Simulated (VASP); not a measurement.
Crystal: Rh.

```
CELL_PARAMETERS angstrom
0.00000 1.90155 1.90155
1.90155 0.00000 1.90155
1.90155 1.90155 0.00000
ATOMIC_POSITIONS crystal
Rh 0.00000 0.00000 0.00000
```

Base run:

- Program: VASP 6.6.1
- Functional: PBE
- Potentials or basis: VASP PAW PBE potentials, release 64 (Rh_pv)
- Cutoff: 520 eV
- k mesh: 16 × 16 × 16
- Occupations: fermi-dirac, width 0.08 eV
- Spin: no spin polarisation

Its results: pressure 6.1 GPa.

Problem. After a change of settings the same cell gave: pressure 9.0 GPa. Which change was it?
A. k mesh from 16 × 16 × 16 to 5 × 5 × 5
B. spin from no spin polarisation to non-collinear spin, zero start, spin-orbit coupling; further incar settings from ALGO = Normal; EDIFF = 1e-06; NBANDS = 14 to ALGO = Normal; EDIFF = 1e-06; NBANDS = 26
C. k mesh from 16 × 16 × 16 to 12 × 12 × 12
D. k mesh from 16 × 16 × 16 to 8 × 8 × 8; further incar settings from ALGO = Normal; EDIFF = 1e-06; NBANDS = 14 to ALGO = Normal; EDIFF = 1e-07; NBANDS = 14

Solution. A.

Caveats: some runs use coarse meshes.
